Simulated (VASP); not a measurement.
Write the native input for VASP 6.6.1 that does the following.

- Task: single point
- Functional: LDA
- Potentials or basis: VASP PAW LDA potentials, release 64 (W_sv)
- Cutoff: 520 eV
- k mesh: 6 × 6 × 6
- Occupations: fermi-dirac, width 0.05 eV
- Spin: no spin polarisation
- Dipole correction: no
- Further INCAR settings: ALGO = Normal; EDIFF = 1e-06; NBANDS = 13

The structure of W lies in POSCAR:

```
W
1.0
    0.0000000000      2.0300000000      2.0300000000
    2.0300000000      0.0000000000      2.0300000000
    2.0300000000      2.0300000000      0.0000000000
W
1
Direct
    0.0000000000      0.0000000000      0.0000000000
```

These files were run (other wordings do the same):

INCAR

```
ALGO = Normal
EDIFF = 1E-6
ENCUT = 520
ISIF = 2
ISMEAR = -1
LASPH = T
LCHARG = F
LREAL = F
LWAVE = F
NBANDS = 13
NELM = 100
PREC = Accurate
SIGMA = 0.05
```

KPOINTS

```
k-points
0
Gamma
  6 6 6
```

Potentials or basis: VASP PAW LDA potentials, release 64 (W_sv).

Run with:

```bash
$ cat potpaw_LDA.64/W_sv/POTCAR > POTCAR
$ mpirun -np 1 vasp_std > vasp.out
```

It gave:

* Pressure: -16.6 GPa
* Band gap on the k mesh: zero (band 7 reaches 13.17 eV, above the bottom of band 8 at 9.54 eV)

Caveat: the k points lie up to 0.45 Å⁻¹ apart; spin-orbit coupling is left out, which moves the levels of the heavy elements.

Run time: 1.9 s on 1 thread of AMD EPYC 9R45 (Zen 5) (shared host), peak memory 0.1 GiB.
